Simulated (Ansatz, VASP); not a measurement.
## Ti3Al: VASP beside Ansatz

File INCAR:

```
  ALGO = Fast
  EDIFF = 1E-6
  ENCUT = 520
  GGA = PS
  ISIF = 2
  ISMEAR = 0
  LASPH = T
  LCHARG = T
  LELF = T
  LREAL = F
  LVHAR = T
  LWAVE = F
  NBANDS = 28
  NELM = 80
  PREC = Accurate
  SIGMA = 0.15
```

KPOINTS

```
k-points
0
Gamma
  15 15 6
```

File POSCAR:

```
Ti3Al
1.0
    2.9770768115      0.0000000000      0.0000000000
   -1.4885384057      2.5782241478      0.0000000000
    0.0000000000      0.0000000000      8.6442402299
Ti Al
3 1
Direct
    0.6666666667      0.3333333333      0.0000000000
    0.3333333333      0.6666666667      0.7347588385
    0.3333333333      0.6666666667      0.2652411615
    0.6666666667      0.3333333333      0.5000000000
```

Input for Ansatz:

```yaml
crystal:
  lattice:
    - [2.9770768115, 0.0, 0.0]
    - [-1.4885384057, 2.5782241478, 0.0]
    - [0.0, 0.0, 8.6442402299]
  atoms:
    - { symbol: Ti, position: [0.6666666667, 0.3333333333, 0.0] }
    - { symbol: Ti, position: [0.3333333333, 0.6666666667, 0.7347588385] }
    - { symbol: Ti, position: [0.3333333333, 0.6666666667, 0.2652411615] }
    - { symbol: Al, position: [0.6666666667, 0.3333333333, 0.5] }
basis:
  ecutwfc: 520.0
kpoints:
  mp_grid: { grid: [15, 15, 6] }
hamiltonian:
  xc: pbesol
  pseudopotentials: { kind: paw, azcp: { folder: soft_1 } }
scf:
  occupations: { method: gaussian, width: 0.15 }
output:
  forces: true
  stress: true
  eigenvalues: true
  write_density: true
  write_potential: true
  elf: true
  volumetric_format: npy
```

Alike in both runs: task single point; functional PBEsol; k mesh 15 × 15 × 6; occupations gaussian, width 0.15 eV; no spin polarisation.

```csv
,VASP,Ansatz
version,VASP 6.6.1,Ansatz 0.2.0
potentials or method,"VASP PAW PBE potentials, release 64 (Ti_sv, Al), cutoff 520 eV","scalar-relativistic, plane waves, PAW"
valence electrons in the cell,39,39
```

|  | VASP | Ansatz | Ansatz less VASP |
| --- | --- | --- | --- |
| gap on the k mesh at the Fermi level (eV) | none | none | - |
| pressure (GPa) | 1.7 | 1.8 | +0.07 |
| traceless stress, the component that is largest in VASP (GPa) | 8.90 | 8.89 | -0.011 |
| rms of the force components (eV/Å) | 0.586 | 0.581 | -0.0051 |

VASP's potentials were made for PBE, not for PBEsol, and Ansatz warns of the same on its side. Atom by atom the forces differ by 0.005 eV/Å (rms over components). A gap of «none» marks a metal or a gap that the smearing closes.
